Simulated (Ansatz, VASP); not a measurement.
**KBr: VASP beside Ansatz**

```
K Br
1.0
     0.05754    3.74584    3.74584
     3.74584    0.05754    3.74584
     3.74584    3.74584    0.05754
K Br
1 1
Direct
  0.00159 0.00159 0.00159
  0.24841 0.24841 0.24841
```

Change from the starting cell: shear_111 strain +2.3%.

Alike in both runs: task single point; functional HSE06; k mesh 4 × 4 × 4; no spin polarisation.

|  | VASP | Ansatz |
| --- | --- | --- |
| version | VASP 6.6.1 | Ansatz 0.2.0 |
| potentials or method | VASP PAW PBE potentials, release 64 (K_sv, Br) | plane waves, PAW |
| plane-wave cutoff (eV) | 520 | 420 |
| occupations | gaussian, width 0.01 eV | fixed |
| valence electrons in the cell | 16 | 16 |

|  | VASP | Ansatz | Ansatz less VASP |
| --- | --- | --- | --- |
| gap on the k mesh at the Fermi level (eV) | 5.33 | 5.33 | +0.001 |
| pressure (GPa) | -0.1 | -0.1 | -0.01 |

Ansatz's warnings: stress exchange threshold loose, stress scf threshold loose, xc potential rough in thin density.
